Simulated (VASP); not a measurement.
Input of a VASP 6.6.1 run:

INCAR

```
PREC = Accurate
ENCUT = 520
EDIFF = 1E-6
ISMEAR = -1
SIGMA = 0.05
LREAL = False
LASPH = True
NELM = 120
ALGO = Normal
ISIF = 2
LWAVE = False
LCHARG = True
GGA = PE
IVDW = 12
LELF = True
LVHAR = True
NBANDS = 36
GGA_COMPAT = False
```

KPOINTS

```
Automatic mesh
0
Gamma
  1 1 1
```

The input POSCAR:

```
H10CO5
1.0
    5.4614380000      0.0000000000      0.0000000000
    0.0000000000      5.4614380000      0.0000000000
    0.0000000000      0.0000000000      5.4614380000
O H C
5 10 1
Direct
    0.5727246194      0.5351704075      0.7040636550
    0.1072794381      0.3120057391      0.6499936464
    0.7921723180      0.9294255469      0.8414267451
    0.7289289011      0.4178752922      0.2354874302
    0.1186317596      0.7866060184      0.1721707726
    0.4168865416      0.5211081770      0.7883637972
    0.5348408240      0.4538365170      0.5527481956
   -0.0064451890      0.3288144990      0.5115502547
    0.0304315457      0.1481294853      0.7055101605
    0.7465982402      0.7694859852      0.7660253582
    0.8844557056      0.9004405067      0.9936943347
    0.8714554665      0.5074670810      0.1639494946
    0.7223189204      0.2463636866      0.1639861150
    0.3096437239      0.9666135549      0.4380165077
    0.4779144247      0.7439981924      0.2080038261
    0.3102662705      0.8285546774      0.2823432217
```

Potentials or basis: VASP PAW PBE potentials, release 64 (O, H, C).

Launch:

```console
$ cat potpaw_PBE.64/O/POTCAR potpaw_PBE.64/H/POTCAR potpaw_PBE.64/C/POTCAR > POTCAR
$ mpirun -np 1 vasp_gam > vasp.out
```

Task: Predict the pressure.

Result: -1.3 GPa.

Task: What does it give for the dispersion energy per atom?

Result: -0.038 eV.

Task: What does it give for the largest force?

Result: 2.396 eV/Å.

Forces on the atoms (eV/Å):
```
O   -0.502  0.240  0.316
O   -1.007 -2.168 -0.161
O    0.421  0.763  0.196
O    0.726 -1.379 -0.477
O   -0.179 -0.375  0.299
H   -0.181  0.036  0.269
H    0.368 -0.295 -0.708
H    0.080  0.745 -0.016
H    0.634  1.312  0.221
H   -0.087  0.083  0.372
H   -0.209 -0.355 -0.614
H   -0.774 -0.735  0.086
H    0.300  1.790  0.141
H    0.223 -0.599 -0.375
H    0.468 -0.007  0.422
C   -0.281  0.945  0.031
```

Caveat: the k points lie up to 1.15 Å⁻¹ apart.
